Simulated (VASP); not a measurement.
# WC (Amm2) in VASP: further runs

Runs on WC. Level: PBEsol. Tasks: single point.

Everything below comes from runs of VASP 6.6.1. Logs are shortened: lines on timing, memory, paths and dates and some standing lists are left out, and cuts for length are marked.

### 1 The cell of the first run

The structure is orthorhombic, space group Amm2 (No. 38). Conventional cell: a = 2.828 Å, b = 2.898 Å, c = 4.819 Å, α = 90.00°, β = 90.00°, γ = 90.00°. W (site symmetry mm2) has 6 C at 2.14 to 2.18 Å and 8 W at 2.81 to 2.90 Å within 2.9 Å. C (site symmetry mm2) has 6 W at 2.14 to 2.18 Å and 8 C at 2.81 to 2.90 Å within 2.9 Å.

### 2 Single point, PBEsol (strain -0.0400 x Voigt [0, 1, 0, 0, 0, 0])

INCAR reads:

```
PREC     = Accurate       # precision mode
ENCUT    = 520            # plane-wave cutoff, eV
EDIFF    = 1E-7           # SCF threshold, eV
ISMEAR   = 0              # smearing method
SIGMA    = 0.15           # smearing width, eV
LREAL    = F              # projectors in reciprocal space
LASPH    = T              # aspherical terms in the spheres
NELM     = 80             # most SCF steps
ALGO     = Normal         # electronic algorithm
ISIF     = 2              # what is computed and relaxed
LWAVE    = F              # write WAVECAR
LCHARG   = F              # write CHGCAR
GGA      = PS             # functional
NBANDS   = 16             # bands
```

KPOINTS reads:

```
regular mesh
0
Gamma
  24 24 22
```

POSCAR reads:

```
WC
1.0
    2.8984136663      0.0000000000      0.0000000000
   -1.4492068332      2.4096958711      0.0000000000
    0.0000000000      0.0000000000      2.8276119040
W C
1 1
Direct
    0.0000000000      0.0000000000      0.0000000000
    0.6666666667      0.3333333333      0.5000000000
```

Potentials or basis: VASP PAW PBE potentials, release 64 (W_sv, C).

Started as:

```console
$ cat potpaw_PBE.64/W_sv/POTCAR potpaw_PBE.64/C/POTCAR > POTCAR
$ mpirun -np 1 vasp_std > vasp.out
```

OUTCAR:

```text
PREC = Accurate
   ENCUT = 520
   EDIFF = 1E-7
   ISMEAR = 0
   LREAL = F
   LASPH = T
   NELM = 80
   ISIF = 2
   GGA = PS

 ion  position               nearest neighbor table
   1  0.000  0.000  0.000-   2 2.14   2 2.14   2 2.18   2 2.18   2 2.18   2 2.18
   2  0.667  0.333  0.500-   1 2.14   1 2.14   1 2.18   1 2.18   1 2.18   1 2.18

  Warning from LATTYP: Monoclinic adjustment (A1->A3, A2->A1, A3->A2)!
  LATTYP: Found a base centered orthorhombic cell.
 ALAT       =     2.8984136663
 B/A-ratio  =     1.6627687753
 C/A-ratio  =     0.9755722369

  Lattice vectors:

 A1 = (   1.4492068332,  -2.4096958711,   0.0000000000)
 A2 = (   1.4492068331,   2.4096958711,   0.0000000000)
 A3 = (   0.0000000000,   0.0000000000,   2.8276119040)

Analysis of symmetry for initial positions (statically):
=====================================================================
 Subroutine PRICEL returns:
 Original cell was already a primitive cell.

 Routine SETGRP: Setting up the symmetry group for a
 base centered orthorhombic supercell.

 Subroutine GETGRP returns: Found  4 space group operations
 (whereof  4 operations were pure point group operations)
 out of a pool of  8 trial point group operations.

The static configuration has the point symmetry C_2v.

Analysis of symmetry for dynamics (positions and initial velocities):
=====================================================================
 Subroutine PRICEL returns:
 Original cell was already a primitive cell.

 Routine SETGRP: Setting up the symmetry group for a
 base centered orthorhombic supercell.

 Subroutine GETGRP returns: Found  4 space group operations
 (whereof  4 operations were pure point group operations)
 out of a pool of  8 trial point group operations.

The dynamic configuration has the point symmetry C_2v.

 Subroutine INISYM returns: Found  4 space group operations
 (whereof  4 operations are pure point group operations),
 and found     1 'primitive' translations

----------------------------------------------------------------------------------------

                                     Primitive cell

  volume of cell :      19.7489

  direct lattice vectors                    reciprocal lattice vectors
     2.898413666  0.000000000  0.000000000     0.345016314  0.207495064  0.000000000
    -1.449206833  2.409695871  0.000000000     0.000000000  0.414990129  0.000000000
     0.000000000  0.000000000  2.827611904     0.000000000  0.000000000  0.353655323

  length of vectors
     2.898413666  2.811909429  2.827611904     0.402604594  0.414990129  0.353655323

  position of ions in fractional coordinates (direct lattice)
     0.000000000  0.000000000  0.000000000
     0.666666667  0.333333333  0.500000000

  ion indices of the primitive-cell ions
   primitive index   ion index
                 1           1
                 2           2

----------------------------------------------------------------------------------------

 KPOINTS: regular mesh

Automatic generation of k-mesh.
 Grid dimensions read from file:
 generate k-points for:   24   24   22

 Generating k-lattice:

  Cartesian coordinates                     Fractional coordinates (reciprocal lattice)
     0.014375680  0.008645628  0.000000000     0.041666667  0.000000000  0.000000000
     0.000000000  0.017291255  0.000000000     0.000000000  0.041666667  0.000000000
     0.000000000  0.000000000  0.016075242     0.000000000  0.000000000  0.045454545

  Length of vectors
     0.016775191  0.017291255  0.016075242

  Shift w.r.t. Gamma in fractional coordinates (k-lattice)
     0.000000000  0.000000000  0.000000000

 Subroutine IBZKPT returns following result:
 ===========================================

 Found   1884 irreducible k-points:

 Following reciprocal coordinates:
            Coordinates               Weight
  0.000000  0.000000  0.000000      1.000000
  0.041667 -0.000000  0.000000      4.000000
  0.083333 -0.000000  0.000000      4.000000
  0.125000  0.000000  0.000000      4.000000
  0.166667  0.000000  0.000000      4.000000
  0.208333 -0.000000  0.000000      4.000000
[... 16 lines left out ...]
  0.375000  0.041667  0.000000      4.000000
  0.416667  0.041667  0.000000      4.000000
 [... further k-points ...]
   k-points           NKPTS =   1884   k-points in BZ     NKDIM =   1884   number of bands    NBANDS=     16
   number of dos      NEDOS =    301   number of ions     NIONS =      2
   total plane-waves  NPLWV =  13824
   dimension x,y,z NGX =    24 NGY =   24 NGZ =   24
   dimension x,y,z NGXF=    48 NGYF=   48 NGZF=   48
   ions per type =               1   1
   NGX,Y,Z   is equivalent  to a cutoff of  13.77, 14.19, 14.11 a.u.
   NGXF,Y,Z  is equivalent  to a cutoff of  27.53, 28.38, 28.22 a.u.
 SYSTEM =  unknown system
   PREC   = accura    normal or accurate (medium, high low for compatibility)
   ISTART =      0    job   : 0-new  1-cont  2-samecut
   ICHARG =      2    charge: 1-file 2-atom 10-const
   ISPIN  =      1    spin polarized calculation?
   LNONCOLLINEAR =      F non collinear calculations
   LSORBIT =      F    spin-orbit coupling
   LASPH  =      T    aspherical Exc in radial PAW
   ENCUT  =  520.0 eV  38.22 Ry    6.18 a.u.   5.39  5.23  5.26*2*pi/ulx,y,z
   NELM   =     80;   NELMIN=  2; NELMDL= -5     # of ELM steps
   EDIFF  = 0.1E-06   stopping-criterion for ELM
   LREAL  =      F    real-space projection
   EDIFFG = 0.1E-05   stopping-criterion for IOM
   NSW    =      0    number of steps for IOM
   IBRION =     -1    ionic relax: 0-MD 1-quasi-New 2-CG
   NFREE  =      0    steps in history (QN), initial steepest desc. (CG)
   ISIF   =      2    stress and relaxation
   ISYM   =      2    0-nonsym 1-usesym 2-fastsym
   POTIM  = 0.5000    time-step for ionic-motion
   TEBEG  =    0.0;   TEEND  =   0.0 temperature during run
   PSTRESS=    0.0 pullay stress
   NELECT =      18.0000    total number of electrons
   NUPDOWN=      -1.0000    fix difference up-down
   EMIN   =  10.00;   EMAX   =-10.00  energy-range for DOS
   EFERMI =   0.00;   METHOD = LEGACY
   ISMEAR =     0;   SIGMA  =   0.15  broadening in eV -4-tet -1-fermi 0-gaus
   EFERMI_NEDOS =   21; number of points for ismear=-14 and -15
   IALGO  =     38    algorithm
   IMIX   =      4    mixing-type and parameters
     AMIX     =   0.40;   BMIX     =  1.00
     AMIX_MAG =   1.60;   BMIX_MAG =  1.00
  volume/ion in A,a.u.               =       9.87        66.64
  Fermi-wavevector in a.u.,A,eV,Ry     =   1.587273  2.999510 34.278987  2.519434
  Thomas-Fermi vector in A             =   2.686456
   LORBIT       =      0    0 simple, 1 ext, 2 COOP (PROOUT), +10 PAW based schemes
   GGA     = PS    functional components
   LHFCALC =     F    Hartree Fock is set to
   AEXX    =    0.0000 exact exchange contribution
   IVDW    =     0    specifies the selected vdW correction
   LEPSILON=     F    determine dielectric tensor
   LRPA    =     F    only Hartree local field effects (RPA)
 non-spin polarized calculation
 Gauss-broadening in eV      SIGMA  =   0.15
  energy-cutoff  :      520.00
  volume of cell :       19.75
 maximum number of plane-waves:       548
 NGX is ok and might be reduce to    24
   NGX = 11   NGY = 11   NGZ = 11

 number of electron      18.0000000 magnetization

 Free energy of the ion-electron system (eV)
  ---------------------------------------------------
  ext. energy  EPLUGINS =         0.00000000
  ---------------------------------------------------
  free energy    TOTEN  =       -23.80921188 eV

  energy without entropy =      -23.80616048  energy(sigma->0) =      -23.80768618

 E-fermi :  11.6711     XC(G=0): -14.2079

 val. band max:       11.6697372139   @ k =   0.0000   0.1667   0.3636
 cond. band min:      11.6778043932   @ k =   0.0417  -0.0000   0.3636
 fundamental gap:      0.0080671793
 Fermi energy:        11.6711167276

 k-point     1 :       0.0000    0.0000    0.0000
  band No.  band energies     occupation
      1     -62.1820      2.00000
      2     -26.2166      2.00000
      3     -26.0547      2.00000
      4     -25.9680      2.00000
      5      -3.1494      2.00000
      6       6.9823      2.00000
[... 8 lines left out ...]
     15      26.3672      0.00000
     16      28.5339      0.00000

 k-point     2 :       0.0417   -0.0000    0.0000
  band No.  band energies     occupation
      1     -62.1807      2.00000
      2     -26.2142      2.00000
      3     -26.0686      2.00000
      4     -25.9762      2.00000
      5      -3.1003      2.00000
      6       7.0077      2.00000
[... 8 lines left out ...]
     15      26.2483      0.00000
     16      28.7315      0.00000

 k-point     3 :       0.0833   -0.0000    0.0000
  band No.  band energies     occupation
      1     -62.1769      2.00000
      2     -26.2073      2.00000
      3     -26.1140      2.00000
      4     -25.9955      2.00000
      5      -2.9551      2.00000
      6       7.0576      2.00000
[... 8 lines left out ...]
     15      26.0044      0.00000
     16      29.1949      0.00000

 k-point     4 :       0.1250    0.0000    0.0000
  band No.  band energies     occupation
      1     -62.1709      2.00000
      2     -26.1961      2.00000
      3     -26.1928      2.00000
      4     -26.0188      2.00000
      5      -2.7208      2.00000
      6       7.0064      2.00000
[... 8 lines left out ...]
     15      25.7835      0.00000
     16      29.7678      0.00000
[... 324 lines left out ...]
 k-point    22 :       0.3333    0.0417    0.0000
  band No.  band energies     occupation
      1     -62.1192      2.00000
      2     -26.8601      2.00000
      3     -26.1748      2.00000
      4     -26.1010      2.00000
      5      -0.4454      2.00000
      6       4.9700      2.00000
[... 8 lines left out ...]
     15      27.0657      0.00000
     16      28.7372      0.00000

 k-point    23 :       0.3750    0.0417    0.0000
  band No.  band energies     occupation
      1     -62.1123      2.00000
      2     -26.9453      2.00000
      3     -26.1950      2.00000
      4     -26.0882      2.00000
      5      -0.0536      2.00000
      6       4.6962      2.00000
[... 8 lines left out ...]
     15      26.3527      0.00000
     16      29.1894      0.00000

 k-point    24 :       0.4167    0.0417    0.0000
  band No.  band energies     occupation
      1     -62.1075      2.00000
      2     -27.0037      2.00000
      3     -26.2097      2.00000
      4     -26.0792      2.00000
      5       0.2465      2.00000
      6       4.5010      2.00000
[... 8 lines left out ...]
     15      25.6310      0.00000
     16      29.8026      0.00000

 [... further k-points ...]
[... 5 lines left out ...]
  --------------------------------------------------------------------------------------
  -------------------------------------------------------------------------------------
  Total        1.5211124      4.3981378      1.2473705     -0.0000000      0.0000000      0.0000000
  in kB      123.4040700    356.8099912    101.1960700     -0.0000000      0.0000000      0.0000000
  external PRESSURE =     193.8033771 kB  Pullay stress =       0.0000000 kB

 VOLUME and BASIS-vectors are now :
 -----------------------------------------------------------------------------
  energy-cutoff  :      520.00
  volume of cell :       19.75
      direct lattice vectors                 reciprocal lattice vectors
     2.898413666  0.000000000  0.000000000     0.345016314  0.207495064  0.000000000
    -1.449206833  2.409695871  0.000000000     0.000000000  0.414990129  0.000000000
     0.000000000  0.000000000  2.827611904     0.000000000  0.000000000  0.353655323

 POSITION                                       TOTAL-FORCE (eV/Angst)
 -----------------------------------------------------------------------------------
      0.00000      0.00000      0.00000        -0.000000      0.312921      0.000000
      1.44921      0.80323      1.41381         0.000000     -0.312921      0.000000
 -----------------------------------------------------------------------------------
    total drift:                                0.000000     -0.000010      0.000000

  FREE ENERGIE OF THE ION-ELECTRON SYSTEM (eV)
  ---------------------------------------------------
  free  energy   TOTEN  =       -23.8092118772 eV

  energy  without entropy=      -23.8061604794  energy(sigma->0) =      -23.80768618
```

Run time: 10 min. Hardware: 1 thread of Intel Xeon 8259CL, shared host; peak memory 0.65 GiB.

What came out:

```
Free energy            : -23.8092 eV
Pressure               : 19.4 GPa
Largest force          : 0.313 eV/Å
Band gap on the k mesh : zero (bands 9 and 10 overlap by 1.35 eV)
```

Forces on the atoms (eV/Å):
```
W    0.000  0.313  0.000
C    0.000 -0.313  0.000
```

Levels at points of the mesh, in eV from the Fermi level:
| k point | band 5 | band 6 | band 7 | band 8 | band 9 | band 10 | band 11 | band 12 | band 13 | band 14 |
| --- | --- | --- | --- | --- | --- | --- | --- | --- | --- | --- |
| (0.00, 0.00, 0.00) | -14.82 | -4.69 | -3.77 | -3.03 | -0.11 | 3.32 | 3.52 | 5.63 | 6.02 | 6.93 |
| (0.50, 0.00, 0.00) | -11.28 | -7.29 | -4.09 | -3.91 | -0.21 | 2.51 | 4.72 | 5.65 | 7.08 | 9.84 |
| (0.00, 0.50, 0.00) | -11.11 | -7.18 | -4.09 | -3.73 | -0.61 | 2.15 | 5.04 | 5.48 | 6.95 | 9.97 |
| (0.00, 0.00, 0.50) | -10.55 | -9.04 | -2.04 | -1.86 | -1.12 | -0.25 | 3.50 | 4.49 | 5.02 | 10.22 |
| (0.50, 0.00, 0.50) | -11.64 | -6.79 | -4.43 | -4.20 | 0.19 | 4.70 | 5.58 | 7.16 | 9.66 | 10.59 |
| (0.00, 0.50, 0.50) | -11.55 | -6.85 | -4.80 | -4.35 | 0.66 | 5.04 | 5.64 | 6.89 | 9.79 | 11.19 |

Caveat: the cell differs from its parent crystal (strain -0.0400 x Voigt [0, 1, 0, 0, 0, 0]); the stress differs along the axes, from 10 to 36 GPa; the PAW data sets were made with another functional, which shifts forces and pressure a little; spin-orbit coupling is left out, which moves the levels of the heavy elements.

### 3 Single point, PBEsol (strain -0.0200 x Voigt [0, 1, 0, 0, 0, 0])

INCAR reads:

```
SYSTEM = WC
  PREC = Accurate
  ENCUT = 520
  EDIFF = 1E-7
  ISMEAR = 0
  SIGMA = 0.15
  LREAL = .False.
  LASPH = .True.
  NELM = 80
  ALGO = Normal
  ISIF = 2
  LWAVE = .False.
  LCHARG = .True.
  GGA = PS
  LELF = .True.
  LVHAR = .True.
  NBANDS = 16
```

KPOINTS reads:

```
Automatic mesh
0
Gamma
  24 24 22
  0 0 0
```

POSCAR reads:

```
WC
1.0
    2.8984136663      0.0000000000      0.0000000000
   -1.4492068332      2.4598978684      0.0000000000
    0.0000000000      0.0000000000      2.8276119040
W C
1 1
Direct
    0.0000000000      0.0000000000      0.0000000000
    0.6666666667      0.3333333333      0.5000000000
```

Potentials or basis: VASP PAW PBE potentials, release 64 (W_sv, C).

Started as:

```console
$ cat potpaw_PBE.64/W_sv/POTCAR potpaw_PBE.64/C/POTCAR > POTCAR
$ mpirun -np 1 vasp_std > vasp.out
```

It took 10 min on 1 thread of Intel Xeon 8259CL, shared host; peak memory 0.66 GiB.

The run converged. Its results:

```
Free energy            : -23.8772 eV
Pressure               : 9.8 GPa
Largest force          : 0.136 eV/Å
Band gap on the k mesh : zero (bands 9 and 10 overlap by 1.24 eV)
```

Forces on the atoms (eV/Å):
```
W    0.000  0.136  0.000
C    0.000 -0.136  0.000
```

Stress tensor (GPa, compression positive):
```
 6.37  0.00  0.00
 0.00 17.49  0.00
 0.00  0.00  5.48
```

Levels at points of the mesh, in eV from the Fermi level:
| k point | band 5 | band 6 | band 7 | band 8 | band 9 | band 10 | band 11 | band 12 | band 13 | band 14 |
| --- | --- | --- | --- | --- | --- | --- | --- | --- | --- | --- |
| (0.00, 0.00, 0.00) | -14.65 | -4.52 | -3.56 | -3.21 | 0.02 | 3.30 | 3.39 | 5.67 | 5.87 | 6.70 |
| (0.50, 0.00, 0.00) | -11.18 | -7.18 | -3.86 | -3.76 | -0.33 | 2.44 | 4.69 | 5.27 | 7.01 | 9.80 |
| (0.00, 0.50, 0.00) | -11.09 | -7.12 | -3.86 | -3.68 | -0.51 | 2.26 | 4.80 | 5.23 | 6.95 | 9.85 |
| (0.00, 0.00, 0.50) | -10.45 | -8.88 | -2.04 | -1.94 | -0.85 | -0.43 | 3.63 | 4.52 | 4.79 | 10.12 |
| (0.50, 0.00, 0.50) | -11.47 | -6.65 | -4.34 | -4.24 | 0.25 | 4.63 | 5.47 | 6.96 | 9.50 | 10.41 |
| (0.00, 0.50, 0.50) | -11.42 | -6.67 | -4.57 | -4.27 | 0.48 | 4.76 | 5.53 | 6.84 | 9.55 | 10.70 |

Caveat: the cell differs from its parent crystal (strain -0.0200 x Voigt [0, 1, 0, 0, 0, 0]); the stress differs along the axes, from 5 to 17 GPa; the PAW data sets were made with another functional, which shifts forces and pressure a little; spin-orbit coupling is left out, which moves the levels of the heavy elements.

### 4 Single point, PBEsol (strain +0.0100 x Voigt [0, 1, 0, 0, 0, 0])

INCAR reads:

```
  ALGO = Normal
  EDIFF = 1E-6
  ENCUT = 520
  GGA = PS
  ISIF = 2
  ISMEAR = 0
  LASPH = T
  LCHARG = F
  LREAL = F
  LWAVE = F
  NBANDS = 16
  NELM = 100
  PREC = Accurate
  SIGMA = 0.15
```

KPOINTS reads:

```
k-points
0
Gamma
  24 24 22
```

POSCAR reads:

```
WC
1.0
    2.8984136663      0.0000000000      0.0000000000
   -1.4492068332      2.5352008643      0.0000000000
    0.0000000000      0.0000000000      2.8276119040
W C
1 1
Direct
    0.0000000000      0.0000000000      0.0000000000
    0.6666666667      0.3333333333      0.5000000000
```

Started as:

```console
$ cat potpaw_PBE.64/W_sv/POTCAR potpaw_PBE.64/C/POTCAR > POTCAR
$ mpirun -np 1 vasp_std > vasp.out
```

Run time: 9.2 min. Hardware: 1 thread of Intel Xeon 8259CL, shared host; peak memory 0.68 GiB.

It converged, with:

- Free energy: -23.8983 eV
- Pressure: -2.5 GPa
- Largest force: 0.053 eV/Å
- Band gap on the k mesh: zero (bands 9 and 10 overlap by 1.26 eV)

Forces on the atoms (eV/Å):
```
W    0.000 -0.053  0.000
C    0.000  0.053  0.000
```

Stress tensor (GPa, compression positive):
```
-0.93  0.00  0.00
 0.00 -6.04  0.00
 0.00  0.00 -0.52
```

Levels at points of the mesh, in eV from the Fermi level:
| k point | band 7 | band 8 | band 9 | band 10 | band 11 | band 12 |
| --- | --- | --- | --- | --- | --- | --- |
| (0.00, 0.00, 0.00) | -3.45 | -3.29 | 0.16 | 3.21 | 3.25 | 5.62 |
| (0.50, 0.00, 0.00) | -3.58 | -3.56 | -0.51 | 2.32 | 4.47 | 4.86 |
| (0.00, 0.50, 0.00) | -3.61 | -3.55 | -0.42 | 2.40 | 4.48 | 4.82 |
| (0.00, 0.00, 0.50) | -2.08 | -2.04 | -0.69 | -0.50 | 3.78 | 4.43 |
| (0.50, 0.00, 0.50) | -4.40 | -4.16 | 0.33 | 4.41 | 5.36 | 6.63 |
| (0.00, 0.50, 0.50) | -4.27 | -4.17 | 0.23 | 4.37 | 5.32 | 6.68 |

Caveat: the cell differs from its parent crystal (strain +0.0100 x Voigt [0, 1, 0, 0, 0, 0]); the stress differs along the axes, from -6 to -1 GPa; the PAW data sets were made with another functional, which shifts forces and pressure a little; spin-orbit coupling is left out, which moves the levels of the heavy elements.

### 5 The runs side by side

```tsv
cell	gap on the mesh (eV)	pressure (GPa)	largest force (eV/Å)
a = 2.898, b = 2.812, c = 2.828 Å, angles 90.0, 90.0, 121.0°, 2 atoms	none	19.4	0.31
a = 2.898, b = 2.855, c = 2.828 Å, angles 90.0, 90.0, 120.5°, 2 atoms	none	9.8	0.14
a = 2.898, b = 2.920, c = 2.828 Å, angles 90.0, 90.0, 119.8°, 2 atoms	none	-2.5	0.05
```

Alike in all rows: task single point; level PBEsol; potentials or basis VASP PAW PBE potentials, release 64 (W_sv, C); no spin polarisation; k mesh 24 × 24 × 22; cutoff (eV) 520; smearing gaussian 0.15 eV.

Caveats: the PAW data sets were made with another functional, which shifts forces and pressure a little; spin-orbit coupling is left out, which moves the levels of the heavy elements; the stress differs along the axes, from 10 to 36 GPa (at least some runs); the stress differs along the axes, from 5 to 17 GPa (at least some runs); the stress differs along the axes, from -6 to -1 GPa (at least some runs).

Absolute energies hang on the potentials; compare differences alone.
